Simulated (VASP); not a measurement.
Sn: relaxation of cell and atoms with PBE

Crystal: Sn.

```
CELL_PARAMETERS angstrom
-2.97295 2.97295 1.60688
2.97295 -2.97295 1.60688
2.97295 2.97295 -1.60688
ATOMIC_POSITIONS crystal
Sn 0.00000 0.00000 0.00000
Sn 0.75000 0.25000 0.50000
```

```
Program                : VASP 6.6.1
Task                   : relaxation of cell and atoms
Functional             : PBE
Potentials or basis    : VASP PAW PBE potentials, release 64 (Sn_d)
Cutoff                 : 600 eV
k mesh                 : 16 × 16 × 16
Occupations            : fermi-dirac, width 0.15 eV
Spin                   : no spin polarisation
Dipole correction      : no
Further INCAR settings : ALGO = Fast; EDIFF = 1e-06; IBRION = 2; EDIFFG = -0.001; NSW = 80; ISIF = 3
```

```yaml
Relaxed_volume: 28.47 Å³/atom
Relaxed_cell: a = 4.506 Å, b = 4.506 Å, c = 4.506 Å, α = 97.30°, β = 97.30°, γ = 138.24°
Space_group_after_relaxing_to_0.05_Å: I4_1/amd (No. 141)
Energy_gained_by_relaxing: 0.0 meV/atom
Ionic_steps: 21
Pressure_after_relaxing: 0.0 GPa
Band_gap_on_the_k_mesh: zero (band 14 reaches 8.89 eV, above the bottom of band 15 at 4.91 eV)
```

Final structure:
```
CELL_PARAMETERS angstrom
-2.97735 2.97735 1.60600
2.97735 -2.97735 1.60600
2.97735 2.97735 -1.60600
ATOMIC_POSITIONS crystal
Sn 0.00000 0.00000 0.00000
Sn 0.75000 0.25000 0.50000
```

Levels at points of the mesh, in eV from the Fermi level:
```csv
k point,band 11,band 12,band 13,band 14,band 15,band 16,band 17,band 18
"(0.00, 0.00, 0.00)",-10.78,-3.86,-1.88,-1.88,3.02,5.91,5.91,6.67
"(0.50, 0.00, 0.00)",-6.76,-5.21,-2.34,-1.62,-1.01,2.31,2.73,4.44
"(0.50, 0.50, 0.00)",-8.65,-8.65,0.56,0.56,1.42,1.42,5.97,5.97
"(0.50, 0.50, 0.50)",-7.46,-7.46,-4.54,-4.54,5.06,5.06,8.81,8.81
```

It took 16 min on 1 thread of Intel(R) Xeon(R) 6975P-C (Granite Rapids), on a shared host, peak memory 0.5 GiB.

Caveat: spin-orbit coupling is left out, which moves the levels of the heavy elements.
